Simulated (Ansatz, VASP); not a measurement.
**AlN: VASP beside Ansatz**

```
Al N
1.0
     3.11100    0.04667    0.04667
    -1.51509    2.67087    0.01708
     0.07467    0.07467    4.97800
Al N
2 2
Direct
  0.33333 0.66667 0.00000
  0.66667 0.33333 0.50000
  0.33333 0.66667 0.38500
  0.66667 0.33333 0.88500
```

Change from the starting cell: equal xy, yz and zx shear strains of +3 %, crystal datasets.

Alike in both runs: task electric field gradients; functional PBEsol; k mesh 11 × 11 × 6; occupations fermi-dirac, width 0.02 eV; no spin polarisation.

|  | VASP | Ansatz |
| --- | --- | --- |
| version | VASP 6.6.1 | Ansatz 0.2.0 |
| potentials or method | VASP PAW PBE potentials, release 64 (Al, N), cutoff 520 eV | all-electron PAW with datasets made for the crystal, scalar-relativistic |

Ansatz gave:

```
gap on the k mesh at the Fermi level (eV)                     : 4.02
pressure (GPa)                                                : 0.7
traceless stress, the component that is largest in VASP (GPa) : -5.35
rms of the force components (eV/Å)                            : 0.231
size of Vzz on the site where it differs most (V/Å²)          : 10.6
```

**Question.** Which values does VASP return?

**Answer.** gap on the k mesh at the Fermi level (eV): 4.03; pressure (GPa): 0.8; traceless stress, the component that is largest in VASP (GPa): -5.41; rms of the force components (eV/Å): 0.235; size of Vzz on the site where it differs most (V/Å²): 11.3.

VASP's potentials were made for PBE, not for PBEsol. Atom by atom the forces differ by 0.004 eV/Å (rms over components). Ansatz ran all-electron here, and VASP with PAW potentials.
